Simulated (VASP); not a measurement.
# SnO2 (P6_3/mmc) in VASP: notebook, part 2 of 2

VASP 6.6.1.

**3. Single point, PBE+D3(BJ) (14.15 Å³/atom)**

The input, INCAR:

```
SYSTEM = SnO2
ALGO = Normal ; EDIFF = 1E-7
ENCUT = 520 ; GGA = PE
ISIF = 2 ; ISMEAR = 0
IVDW = 12 ; LASPH = .TRUE.
LCHARG = .TRUE. ; LELF = .TRUE.
LREAL = .FALSE. ; LVHAR = .TRUE.
LWAVE = .FALSE. ; NBANDS = 35
NELM = 60 ; PREC = Accurate
SIGMA = 0.05
```

The input, KPOINTS:

```
k-points
0
G
  12 12 4
  0 0 0
```

The input, POSCAR:

```
SnO2
1.0
    3.1651700982      0.0000000000      0.0000000000
   -1.5825850491      2.7411177123      0.0000000000
    0.0000000000      0.0000000000      9.7848068414
Sn O
2 4
Direct
    0.0000000000      0.0000000000      0.5000000000
    0.0000000000      0.0000000000      0.0000000000
    0.6666666667      0.3333333333      0.4017901367
    0.6666666667      0.3333333333      0.0982098633
    0.3333333333      0.6666666667      0.5982098633
    0.3333333333      0.6666666667      0.9017901367
```

Potentials or basis: VASP PAW PBE potentials, release 64 (Sn_d, O).

Launch:

```sh
cat potpaw_PBE.64/Sn_d/POTCAR potpaw_PBE.64/O/POTCAR > POTCAR
mpirun -np 1 vasp_std > vasp.out
```

OUTCAR:

```text
SYSTEM = SnO2
   EDIFF = 1E-7
   ENCUT = 520
   GGA = PE
   ISIF = 2
   ISMEAR = 0
   IVDW = 12
   LASPH = .TRUE.
   LREAL = .FALSE.
   NELM = 60
   PREC = Accurate
 IVDW          = 12

 ion  position               nearest neighbor table
   1  0.000  0.000  0.500-   3 2.06   5 2.06   5 2.06   3 2.06   3 2.06   5 2.06
   2  0.000  0.000  0.000-   4 2.06   6 2.06   6 2.06   4 2.06   4 2.06   6 2.06
   3  0.667  0.333  0.402-   1 2.06   1 2.06   1 2.06
   4  0.667  0.333  0.098-   2 2.06   2 2.06   2 2.06
   5  0.333  0.667  0.598-   1 2.06   1 2.06   1 2.06
   6  0.333  0.667  0.902-   2 2.06   2 2.06   2 2.06

  LATTYP: Found a hexagonal cell.
 ALAT       =     3.1651700982
 C/A-ratio  =     3.0913999999

  Lattice vectors:

 A1 = (   3.1651700982,   0.0000000000,   0.0000000000)
 A2 = (  -1.5825850491,   2.7411177123,   0.0000000000)
 A3 = (   0.0000000000,   0.0000000000,   9.7848068414)

Analysis of symmetry for initial positions (statically):
=====================================================================
 Subroutine PRICEL returns:
 Original cell was already a primitive cell.

 Routine SETGRP: Setting up the symmetry group for a
 hexagonal supercell.

 Subroutine GETGRP returns: Found 24 space group operations
 (whereof 12 operations were pure point group operations)
 out of a pool of 24 trial point group operations.

The static configuration has the point symmetry D_3d.
 The point group associated with its full space group is D_6h.

Analysis of symmetry for dynamics (positions and initial velocities):
=====================================================================
 Subroutine PRICEL returns:
 Original cell was already a primitive cell.

 Routine SETGRP: Setting up the symmetry group for a
 hexagonal supercell.

[... 131 lines left out ...]
   IMIX   =      4    mixing-type and parameters
     AMIX     =   0.40;   BMIX     =  1.00
     AMIX_MAG =   1.60;   BMIX_MAG =  1.00
  volume/ion in A,a.u.               =      14.15        95.48
  Fermi-wavevector in a.u.,A,eV,Ry     =   1.390327  2.627337 26.300185  1.933009
  Thomas-Fermi vector in A             =   2.514273
   LORBIT       =      0    0 simple, 1 ext, 2 COOP (PROOUT), +10 PAW based schemes
   GGA     = PE    functional components
   LHFCALC =     F    Hartree Fock is set to
   AEXX    =    0.0000 exact exchange contribution
   IVDW    =    12    specifies the selected vdW correction
   LEPSILON=     F    determine dielectric tensor
   LRPA    =     F    only Hartree local field effects (RPA)
 non-spin polarized calculation
 Gauss-broadening in eV      SIGMA  =   0.05
  energy-cutoff  :      520.00
  volume of cell :       84.89
 maximum number of plane-waves:      2310
 NGX is ok and might be reduce to    24
   NGX = 11   NGY = 11   NGZ = 37

 number of electron      51.9999994 magnetization

 Free energy of the ion-electron system (eV)
  ---------------------------------------------------
  ext. energy  EPLUGINS =         0.00000000
  ---------------------------------------------------
  free energy    TOTEN  =       -35.96399258 eV

  energy without entropy =      -35.96399258  energy(sigma->0) =      -35.96399258

 E-fermi :   4.0147     XC(G=0):  -9.9565

 val. band max:        3.7155700142   @ k =   0.2500   0.2500   0.0000
 cond. band min:       5.9829294643   @ k =   0.0000   0.0000   0.0000
 fundamental gap:      2.2673594501
 Fermi energy:         4.0147337730

 k-point     1 :       0.0000    0.0000    0.0000
  band No.  band energies     occupation
      1     -16.6077      2.00000
      2     -16.6013      2.00000
      3     -16.1860      2.00000
      4     -16.1860      2.00000
      5     -16.1858      2.00000
      6     -16.1858      2.00000
[... 901 lines left out ...]
     34      16.0242      0.00000
     35      16.5254      0.00000

 [... further k-points ...]

------------------------ aborting loop because EDIFF is reached ----------------------------------------

 Edisp (eV)   -1.08160

 E8    (eV) :    -0.4250

  FORCE on cell =-STRESS in cart. coord.  units (eV):
  Direction    XX          YY          ZZ          XY          YZ          ZX
  --------------------------------------------------------------------------------------
  -------------------------------------------------------------------------------------
  Total       6.77132     6.77132     4.96262     0.00000     0.00000     0.00000
  in kB     127.79289   127.79289    93.65793     0.00000     0.00000     0.00000
  external pressure =      116.41 kB  Pullay stress =        0.00 kB

 VOLUME and BASIS-vectors are now :
 -----------------------------------------------------------------------------
  energy-cutoff  :      520.00
  volume of cell :       84.89
      direct lattice vectors                 reciprocal lattice vectors
     3.165170098  0.000000000  0.000000000     0.315938787  0.182407343  0.000000000
    -1.582585049  2.741117712  0.000000000     0.000000000  0.364814687  0.000000000
     0.000000000  0.000000000  9.784806841     0.000000000  0.000000000  0.102199258

 POSITION                                       TOTAL-FORCE (eV/Angst)
 -----------------------------------------------------------------------------------
      0.00000      0.00000      4.89240         0.000000     -0.000000      0.000000
      0.00000      0.00000      0.00000         0.000000     -0.000000      0.000000
      1.58259      0.91371      3.93144        -0.000000      0.000000     -1.120614
      1.58259      0.91371      0.96096        -0.000000      0.000000      1.120614
     -0.00000      1.82741      5.85337         0.000000     -0.000000      1.120614
     -0.00000      1.82741      8.82384         0.000000     -0.000000     -1.120614
 -----------------------------------------------------------------------------------
    total drift:                               -0.000000      0.000000      0.000000

  FREE ENERGIE OF THE ION-ELECTRON SYSTEM (eV)
  ---------------------------------------------------
  free  energy   TOTEN  =       -37.0455901487 eV

  energy  without entropy=      -37.0455901487  energy(sigma->0) =      -37.04559015
```

Wall time 91 s (1 thread of Intel Xeon 6975P-C (Granite Rapids), shared host); peak memory 0.29 GiB.

Results:

```
Free energy                : -37.0456 eV
Pressure                   : 11.6 GPa
Largest force              : 1.121 eV/Å
Band gap on the k mesh     : 2.27 eV (least direct gap 2.78 eV)
Dispersion energy per atom : -0.180 eV
```

Forces on the atoms (eV/Å):
```
Sn   0.000  0.000  0.000
Sn   0.000  0.000  0.000
O    0.000  0.000 -1.121
O    0.000  0.000  1.121
O    0.000  0.000  1.121
O    0.000  0.000 -1.121
```

Levels at points of the mesh, in eV from the valence-band top:
```csv
k point,band 23,band 24,band 25,band 26,band 27,band 28,band 29,band 30
"(0.00, 0.00, 0.00)",-1.14,-1.07,-1.07,-0.51,2.27,3.36,5.57,6.17
"(0.50, 0.00, 0.00)",-0.82,-0.72,-0.62,-0.09,5.66,5.91,7.06,8.09
"(0.00, 0.00, 0.50)",-1.10,-1.10,-1.04,-1.04,2.83,2.83,5.89,5.89
"(0.50, 0.00, 0.50)",-0.67,-0.67,-0.39,-0.39,5.78,5.78,7.53,7.53
```

Caveat: the cell stands under pressure; spin-orbit coupling is left out, which moves the levels of the heavy elements; forces of over 1 eV/Å act on the atoms, so gaps and moduli don't describe the material at rest. A k mesh can miss the band edges.
